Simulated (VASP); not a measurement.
# Yb (Im-3m) in VASP: notebook

Yb is run at these levels: r2SCAN, PBEsol; tasks: single point.

Everything below comes from runs of VASP 6.6.1. Logs are shortened: lines on timing, memory, paths and dates and some standing lists are left out, and cuts for length are marked.

### 1 The cell of the first run

Symmetry: Im-3m, No. 229, cubic system. The conventional cell has a = 4.360 Å, b = 4.360 Å, c = 4.360 Å, α = 90.00°, β = 90.00°, γ = 90.00°. Within 5.0 Å of Yb (site symmetry m-3m) lie 14 Yb at 3.78 to 4.36 Å.

### 2 Single point, r2SCAN, collinear spin, ferromagnetic start

The input, POSCAR:

```
Yb
1.0
   -2.1797952336      2.1797952336      2.1797952336
    2.1797952336     -2.1797952336      2.1797952336
    2.1797952336      2.1797952336     -2.1797952336
Yb
1
Direct
    0.0000000000      0.0000000000      0.0000000000
```

The input, INCAR.step1:

```
PREC     = Accurate       # precision mode
ENCUT    = 520            # plane-wave cutoff, eV
ISMEAR   = -1             # smearing method
SIGMA    = 0.05           # smearing width, eV
LREAL    = False          # projectors in reciprocal space
LASPH    = True           # aspherical terms in the spheres
NELM     = 150            # most SCF steps
ISPIN    = 2              # spin polarisation
MAGMOM   = 1              # initial moments
LMAXMIX  = 6              # l up to which the mixer works
NBANDS   = 22             # bands
GGA      = PE             # functional
ALGO     = Normal         # electronic algorithm
EDIFF    = 1E-4           # SCF threshold, eV
LWAVE    = True           # write WAVECAR
LCHARG   = False          # write CHGCAR
```

The input, INCAR.step2:

```
PREC     = Accurate       # precision mode
ENCUT    = 520            # plane-wave cutoff, eV
EDIFF    = 1E-7           # SCF threshold, eV
ISMEAR   = -1             # smearing method
SIGMA    = 0.05           # smearing width, eV
LREAL    = False          # projectors in reciprocal space
LASPH    = True           # aspherical terms in the spheres
NELM     = 150            # most SCF steps
ALGO     = Normal         # electronic algorithm
ISIF     = 2              # what is computed and relaxed
LWAVE    = False          # write WAVECAR
LCHARG   = True           # write CHGCAR
ISPIN    = 2              # spin polarisation
MAGMOM   = 1              # initial moments
LORBIT   = 11             # projections on sites
LMAXMIX  = 6              # l up to which the mixer works
METAGGA  = R2SCAN         # meta-GGA
LMIXTAU  = True         
LELF     = True           # ELF
LVHAR    = True         
NBANDS   = 22             # bands
ISTART   = 1
```

The input, KPOINTS:

```
regular mesh
0
Gamma
  9 9 9
```

Potentials or basis: VASP PAW PBE potentials, release 64 (Yb).

Run with:

```console
> cat potpaw_PBE.64/Yb/POTCAR > POTCAR
> cp INCAR.step1 INCAR
> mpirun -np 1 vasp_std > vasp.out
> cp INCAR.step2 INCAR
> mpirun -np 1 vasp_std > vasp.out
```

OUTCAR:

```text
PREC = Accurate
   ENCUT = 520
   EDIFF = 1E-7
   ISMEAR = -1
   LREAL = False
   LASPH = True
   NELM = 150
   ISIF = 2
   ISPIN = 2
   LORBIT = 11
   METAGGA = R2SCAN
   ISTART = 1

 ion  position               nearest neighbor table
   1  0.000  0.000  0.000-

  LATTYP: Found a body centered cubic cell.
 ALAT       =     4.3595904672

  Lattice vectors:

 A1 = (  -2.1797952336,   2.1797952336,   2.1797952336)
 A2 = (   2.1797952336,  -2.1797952336,   2.1797952336)
 A3 = (   2.1797952336,   2.1797952336,  -2.1797952336)

Analysis of symmetry for initial positions (statically):
=====================================================================
 Subroutine PRICEL returns:
 Original cell was already a primitive cell.

 Routine SETGRP: Setting up the symmetry group for a
 body centered cubic supercell.

 Subroutine GETGRP returns: Found 48 space group operations
 (whereof 48 operations were pure point group operations)
 out of a pool of 48 trial point group operations.

The static configuration has the point symmetry O_h .

Analysis of symmetry for dynamics (positions and initial velocities):
=====================================================================
 Subroutine PRICEL returns:
 Original cell was already a primitive cell.

 Routine SETGRP: Setting up the symmetry group for a
 body centered cubic supercell.

 Subroutine GETGRP returns: Found 48 space group operations
 (whereof 48 operations were pure point group operations)
 out of a pool of 48 trial point group operations.

The dynamic configuration has the point symmetry O_h .

Analysis of structural, dynamic, and magnetic symmetry:
=====================================================================
 Subroutine PRICEL returns:
 Original cell was already a primitive cell.

 Routine SETGRP: Setting up the symmetry group for a
 body centered cubic supercell.

 Subroutine GETGRP returns: Found 48 space group operations
 (whereof 48 operations were pure point group operations)
 out of a pool of 48 trial point group operations.

The overall configuration has the point symmetry O_h .

 Subroutine INISYM returns: Found 48 space group operations
 (whereof 48 operations are pure point group operations),
 and found     1 'primitive' translations

----------------------------------------------------------------------------------------

                                     Primitive cell

  volume of cell :      41.4293

  direct lattice vectors                    reciprocal lattice vectors
    -2.179795234  2.179795234  2.179795234     0.000000000  0.229379344  0.229379344
     2.179795234 -2.179795234  2.179795234     0.229379344  0.000000000  0.229379344
     2.179795234  2.179795234 -2.179795234     0.229379344  0.229379344  0.000000000

  length of vectors
     3.775516095  3.775516095  3.775516095     0.324391379  0.324391379  0.324391379

  position of ions in fractional coordinates (direct lattice)
     0.000000000  0.000000000  0.000000000

  ion indices of the primitive-cell ions
   primitive index   ion index
                 1           1

----------------------------------------------------------------------------------------

 KPOINTS: regular mesh

Automatic generation of k-mesh.
 Grid dimensions read from file:
 generate k-points for:    9    9    9

 Generating k-lattice:

  Cartesian coordinates                     Fractional coordinates (reciprocal lattice)
     0.000000000  0.025486594  0.025486594     0.111111111  0.000000000  0.000000000
     0.025486594  0.000000000  0.025486594     0.000000000  0.111111111  0.000000000
     0.025486594  0.025486594  0.000000000     0.000000000  0.000000000  0.111111111

  Length of vectors
     0.036043487  0.036043487  0.036043487

  Shift w.r.t. Gamma in fractional coordinates (k-lattice)
     0.000000000  0.000000000  0.000000000

 Subroutine IBZKPT returns following result:
 ===========================================

 Found     35 irreducible k-points:

 Following reciprocal coordinates:
            Coordinates               Weight
  0.000000  0.000000  0.000000      1.000000
  0.111111  0.000000  0.000000     12.000000
  0.222222  0.000000  0.000000     12.000000
  0.333333  0.000000  0.000000     12.000000
  0.444444  0.000000  0.000000     12.000000
  0.111111  0.111111  0.000000     24.000000
[... 16 lines left out ...]
 -0.333333  0.444444  0.111111     48.000000
 -0.444444 -0.444444  0.111111     24.000000
 [... further k-points ...]
   k-points           NKPTS =     35   k-points in BZ     NKDIM =     35   number of bands    NBANDS=     22
   number of dos      NEDOS =    301   number of ions     NIONS =      1
   total plane-waves  NPLWV =  21952
   dimension x,y,z NGX =    28 NGY =   28 NGZ =   28
   dimension x,y,z NGXF=    56 NGYF=   56 NGZF=   56
   ions per type =               1
   NGX,Y,Z   is equivalent  to a cutoff of  12.33, 12.33, 12.33 a.u.
   NGXF,Y,Z  is equivalent  to a cutoff of  24.66, 24.66, 24.66 a.u.
 SYSTEM =  unknown system
   PREC   = accura    normal or accurate (medium, high low for compatibility)
   ISTART =      1    job   : 0-new  1-cont  2-samecut
   ICHARG =      0    charge: 1-file 2-atom 10-const
   ISPIN  =      2    spin polarized calculation?
   LNONCOLLINEAR =      F non collinear calculations
   LSORBIT =      F    spin-orbit coupling
   LASPH  =      T    aspherical Exc in radial PAW
   ENCUT  =  520.0 eV  38.22 Ry    6.18 a.u.   7.02  7.02  7.02*2*pi/ulx,y,z
   NELM   =    150;   NELMIN=  2; NELMDL=  0     # of ELM steps
   EDIFF  = 0.1E-06   stopping-criterion for ELM
   LREAL  =      F    real-space projection
   EDIFFG = 0.1E-05   stopping-criterion for IOM
   NSW    =      0    number of steps for IOM
   IBRION =     -1    ionic relax: 0-MD 1-quasi-New 2-CG
   NFREE  =      0    steps in history (QN), initial steepest desc. (CG)
   ISIF   =      2    stress and relaxation
   ISYM   =      2    0-nonsym 1-usesym 2-fastsym
   POTIM  = 0.5000    time-step for ionic-motion
   TEBEG  =    0.0;   TEEND  =   0.0 temperature during run
   PSTRESS=    0.0 pullay stress
   NELECT =      24.0000    total number of electrons
   NUPDOWN=      -1.0000    fix difference up-down
   EMIN   =  10.00;   EMAX   =-10.00  energy-range for DOS
   EFERMI =   0.00;   METHOD = LEGACY
   ISMEAR =    -1;   SIGMA  =   0.05  broadening in eV -4-tet -1-fermi 0-gaus
   EFERMI_NEDOS =   21; number of points for ismear=-14 and -15
   IALGO  =     38    algorithm
   IMIX   =      4    mixing-type and parameters
     AMIX     =   0.40;   BMIX     =  1.00
     AMIX_MAG =   1.60;   BMIX_MAG =  1.00
  volume/ion in A,a.u.               =      41.43       279.58
  Fermi-wavevector in a.u.,A,eV,Ry     =   1.364718  2.578943 25.340237  1.862455
  Thomas-Fermi vector in A             =   2.491009
   LORBIT       =     11    0 simple, 1 ext, 2 COOP (PROOUT), +10 PAW based schemes
   METAGGA = R2SCAN    functional components
   LHFCALC =     F    Hartree Fock is set to
   AEXX    =    0.0000 exact exchange contribution
   IVDW    =     0    specifies the selected vdW correction
   LEPSILON=     F    determine dielectric tensor
   LRPA    =     F    only Hartree local field effects (RPA)
 spin polarized calculation
  energy-cutoff  :      520.00
  volume of cell :       41.43
 maximum number of plane-waves:      1136
   NGX = 13   NGY = 13   NGZ = 13

 number of electron      23.9999985 magnetization       0.0000001

 number of electron      23.9999985 magnetization      -0.0000033

 Free energy of the ion-electron system (eV)
  ---------------------------------------------------
  ext. energy  EPLUGINS =         0.00000000
  ---------------------------------------------------
  free energy    TOTEN  =       -35.46729082 eV

  energy without entropy =      -35.45053296  energy(sigma->0) =      -35.45891189

 E-fermi :   1.0911     XC(G=0):  -9.4811

 val. band max:        1.0785802313   @ k =  -0.4444  -0.4444   0.2222
 cond. band min:       1.0969397722   @ k =  -0.4444  -0.4444   0.2222
 fundamental gap:      0.0183595410
 Fermi energy:         1.0911062720

 spin component 1

 k-point     1 :       0.0000    0.0000    0.0000
  band No.  band energies     occupation
      1     -52.3779      1.00000
      2     -24.0116      1.00000
      3     -24.0116      1.00000
      4     -24.0114      1.00000
      5      -3.9432      1.00000
      6       0.7153      0.99946
[... 14 lines left out ...]
     21      17.1413      0.00000
     22      17.1413      0.00000

 k-point     2 :       0.1111    0.0000    0.0000
  band No.  band energies     occupation
      1     -52.3768      1.00000
      2     -24.0370      1.00000
      3     -24.0199      1.00000
      4     -24.0116      1.00000
      5      -3.6708      1.00000
      6       0.7169      0.99944
[... 14 lines left out ...]
     21      15.1329      0.00000
     22      15.1560      0.00000

 k-point     3 :       0.2222    0.0000    0.0000
  band No.  band energies     occupation
      1     -52.3739      1.00000
      2     -24.1005      1.00000
      3     -24.0408      1.00000
      4     -24.0117      1.00000
      5      -2.8961      1.00000
      6       0.7183      0.99942
[... 14 lines left out ...]
     21      14.6000      0.00000
     22      14.7775      0.00000
[... 476 lines left out ...]
 k-point    23 :      -0.3333    0.4444    0.1111
  band No.  band energies     occupation
      1     -52.3673      1.00000
      2     -24.1853      1.00000
      3     -24.1020      1.00000
      4     -24.0453      1.00000
      5      -0.5584      1.00000
      6       0.6922      0.99966
[... 14 lines left out ...]
     21      14.5685      0.00000
     22      16.6521      0.00000

 k-point    24 :      -0.4444   -0.4444    0.1111
  band No.  band energies     occupation
      1     -52.3663      1.00000
      2     -24.2018      1.00000
      3     -24.1132      1.00000
      4     -24.0451      1.00000
      5       0.2680      1.00000
      6       0.6800      0.99973
[... 14 lines left out ...]
     21      14.9824      0.00000
     22      16.2943      0.00000

 [... further k-points ...]

 spin component 2

 k-point     1 :       0.0000    0.0000    0.0000
  band No.  band energies     occupation
      1     -52.3779      1.00000
      2     -24.0116      1.00000
      3     -24.0116      1.00000
      4     -24.0114      1.00000
      5      -3.9432      1.00000
      6       0.7153      0.99946
[... 14 lines left out ...]
     21      17.1412      0.00000
     22      17.1413      0.00000

 k-point     2 :       0.1111    0.0000    0.0000
  band No.  band energies     occupation
      1     -52.3768      1.00000
      2     -24.0370      1.00000
      3     -24.0199      1.00000
      4     -24.0116      1.00000
      5      -3.6708      1.00000
      6       0.7169      0.99944
[... 14 lines left out ...]
     21      15.1329      0.00000
     22      15.1560      0.00000

 k-point     3 :       0.2222    0.0000    0.0000
  band No.  band energies     occupation
      1     -52.3739      1.00000
      2     -24.1004      1.00000
      3     -24.0408      1.00000
      4     -24.0117      1.00000
      5      -2.8961      1.00000
      6       0.7183      0.99942
[... 14 lines left out ...]
     21      14.6000      0.00000
     22      14.7775      0.00000
[... 476 lines left out ...]
 k-point    23 :      -0.3333    0.4444    0.1111
  band No.  band energies     occupation
      1     -52.3673      1.00000
      2     -24.1853      1.00000
      3     -24.1020      1.00000
      4     -24.0453      1.00000
      5      -0.5584      1.00000
      6       0.6922      0.99966
[... 14 lines left out ...]
     21      14.5685      0.00000
     22      16.6521      0.00000

 k-point    24 :      -0.4444   -0.4444    0.1111
  band No.  band energies     occupation
      1     -52.3663      1.00000
      2     -24.2018      1.00000
      3     -24.1132      1.00000
      4     -24.0451      1.00000
      5       0.2680      1.00000
      6       0.6800      0.99973
[... 14 lines left out ...]
     21      14.9824      0.00000
     22      16.2943      0.00000

 [... further k-points ...]
[... 5 lines left out ...]
  --------------------------------------------------------------------------------------
  -------------------------------------------------------------------------------------
  Total       -0.8569049     -0.8569049     -0.8569049     -0.0000000      0.0000000     -0.0000000
  in kB      -33.1387512    -33.1387512    -33.1387512     -0.0000000      0.0000000     -0.0000000
  external PRESSURE =     -33.1387512 kB  Pullay stress =       0.0000000 kB

 VOLUME and BASIS-vectors are now :
 -----------------------------------------------------------------------------
  energy-cutoff  :      520.00
  volume of cell :       41.43
      direct lattice vectors                 reciprocal lattice vectors
    -2.179795234  2.179795234  2.179795234     0.000000000  0.229379344  0.229379344
     2.179795234 -2.179795234  2.179795234     0.229379344  0.000000000  0.229379344
     2.179795234  2.179795234 -2.179795234     0.229379344  0.229379344  0.000000000

 POSITION                                       TOTAL-FORCE (eV/Angst)
 -----------------------------------------------------------------------------------
      0.00000      0.00000      0.00000         0.000000      0.000000     -0.000000
 -----------------------------------------------------------------------------------
    total drift:                                0.000000      0.000000      0.000000

  FREE ENERGIE OF THE ION-ELECTRON SYSTEM (eV)
  ---------------------------------------------------
  free  energy   TOTEN  =       -35.4672908200 eV

  energy  without entropy=      -35.4505329585  energy(sigma->0) =      -35.45891189

 total charge

# of ion       s       p       d       f       tot
--------------------------------------------------
    1        2.188   5.935   0.184  13.637  21.945

 magnetization (x)

# of ion       s       p       d       f       tot
--------------------------------------------------
    1        0.000  -0.000  -0.000   0.000   0.000
```

It took 13 min on 1 thread of AMD EPYC 9R45 (Zen 5), shared host; peak memory 0.2 GiB.

What came out:

```
Free energy                                           : -35.4673 eV
Pressure                                              : -3.3 GPa
Band gap on the k mesh                                : zero (filled and empty bands overlap)
Net moment                                            : 0.00 μB per cell
Valence electrons inside the program's atomic spheres : Yb 21.95
```

Caveat: the PAW data sets were made with another functional, which shifts forces and pressure a little; spin-orbit coupling is left out, which moves the levels of the heavy elements. The state reached can hang on the start; a lower one may exist.

### 3 Single point, r2SCAN, collinear spin, ferromagnetic start

This run uses another cell than the first one, of 42.23 Å³/atom, 1.019 times its volume.

The input, POSCAR:

```
Yb
1.0
   -2.1936796540      2.1936796540      2.1936796540
    2.1936796540     -2.1936796540      2.1936796540
    2.1936796540      2.1936796540     -2.1936796540
Yb
1
Direct
    0.0000000000      0.0000000000      0.0000000000
```

The input, INCAR.step1:

```
  PREC = Accurate
  ENCUT = 520
  ISMEAR = -1
  SIGMA = 0.05
  LREAL = F
  LASPH = T
  NELM = 150
  ISPIN = 2
  MAGMOM = 1
  LMAXMIX = 6
  NBANDS = 22
  GGA = PE
  ALGO = Normal
  EDIFF = 1E-4
  LWAVE = T
  LCHARG = F
```

The input, INCAR.step2:

```
  PREC = Accurate
  ENCUT = 520
  EDIFF = 1E-6
  ISMEAR = -1
  SIGMA = 0.05
  LREAL = F
  LASPH = T
  NELM = 150
  ALGO = Normal
  ISIF = 2
  LWAVE = F
  LCHARG = F
  ISPIN = 2
  MAGMOM = 1
  LORBIT = 11
  LMAXMIX = 6
  METAGGA = R2SCAN
  LMIXTAU = T
  NBANDS = 22
  ISTART = 1
```

The input, KPOINTS:

```
Automatic mesh
0
Gamma
  9 9 9
```

Potentials or basis: VASP PAW PBE potentials, release 64 (Yb).

Run with:

```console
> cat potpaw_PBE.64/Yb/POTCAR > POTCAR
> cp INCAR.step1 INCAR
> mpirun -np 1 vasp_std > vasp.out
> cp INCAR.step2 INCAR
> mpirun -np 1 vasp_std > vasp.out
```

Wall time 8.4 min (1 thread of AMD EPYC 9R45 (Zen 5), shared host); peak memory 0.2 GiB.

The run converged. Its results:

```
Free energy                                           : -35.4507 eV
Pressure                                              : -4.9 GPa
Band gap on the k mesh                                : zero (filled and empty bands overlap)
Net moment                                            : 0.00 μB per cell
Valence electrons inside the program's atomic spheres : Yb 21.94
```

Levels at points of the mesh, in eV from the Fermi level:
Spin up:
| k point | band 8 | band 9 | band 10 | band 11 | band 12 | band 13 | band 14 | band 15 | band 16 | band 17 |
| --- | --- | --- | --- | --- | --- | --- | --- | --- | --- | --- |
| (0.00, 0.00, 0.00) | -0.37 | -0.32 | -0.32 | -0.32 | -0.32 | 3.08 | 3.08 | 3.08 | 4.73 | 4.73 |
Spin down:
```csv
k point,band 8,band 9,band 10,band 11,band 12,band 13,band 14,band 15,band 16,band 17
"(0.00, 0.00, 0.00)",-0.37,-0.32,-0.32,-0.32,-0.32,3.08,3.08,3.08,4.73,4.73
```

Caveat: the PAW data sets were made with another functional, which shifts forces and pressure a little; spin-orbit coupling is left out, which moves the levels of the heavy elements.

### 4 Single point, PBEsol, non-collinear spin, typed start, spin-orbit coupling

This run uses another cell than the first one, of 39.84 Å³/atom, 0.962 times its volume.

The input, INCAR:

```
PREC = Accurate
ENCUT = 520
EDIFF = 1E-6
ISMEAR = -1
SIGMA = 0.05
LREAL = F
LASPH = T
NELM = 150
ALGO = Normal
ISIF = 2
LWAVE = F
LCHARG = T
MAGMOM = 1 0 0
LORBIT = 11
LSORBIT = T
GGA_COMPAT = F
LORBMOM = T
LMAXMIX = 6
GGA = PS
LVHAR = T
NBANDS = 35
```

The input, KPOINTS:

```
regular mesh
0
Gamma
  9 9 9
```

The input, POSCAR:

```
Yb
1.0
   -2.1514830000      2.1514830000      2.1514830000
    2.1514830000     -2.1514830000      2.1514830000
    2.1514830000      2.1514830000     -2.1514830000
Yb
1
Direct
    0.0000000000      0.0000000000      0.0000000000
```

Run with:

```console
> cat potpaw_PBE.64/Yb/POTCAR > POTCAR
> mpirun -np 1 vasp_ncl > vasp.out
```

Run time: 15 min. Hardware: 1 thread of AMD EPYC 9R45 (Zen 5), shared host; peak memory 0.39 GiB.

The run converged. Its results:

* Free energy: -4.7485 eV
* Pressure: -3.1 GPa
* Net moment: 0.00 μB per cell
* Valence electrons inside the program's atomic spheres: Yb 22.15

Moments on the atoms (μB; x, y, z):
```
Yb  0.00 0.00 0.00
```

Caveat: the PAW data sets were made with another functional, which shifts forces and pressure a little.

### 5 Summary

| level | spin | cell | gap on the mesh (eV) | pressure (GPa) | moment (μB) |
| --- | --- | --- | --- | --- | --- |
| r2SCAN | collinear, ferromagnetic start | a = 3.776 Å, angles 109.5°, 1 atom | none | -3.3 | 0.00 |
| r2SCAN | collinear, ferromagnetic start | a = 3.800 Å, angles 109.5°, 1 atom | none | -4.9 | 0.00 |
| PBEsol | non-collinear, typed start, SOC | a = 3.726 Å, angles 109.5°, 1 atom | - | -3.1 | 0.00 |

Alike in all rows: task single point; potentials or basis VASP PAW PBE potentials, release 64 (Yb); k mesh 9 × 9 × 9; cutoff (eV) 520; smearing fermi-dirac 0.05 eV.

Caveats: the PAW data sets were made with another functional, which shifts forces and pressure a little; spin-orbit coupling is left out, which moves the levels of the heavy elements (some runs).

Absolute energies hang on the potentials; compare differences alone.
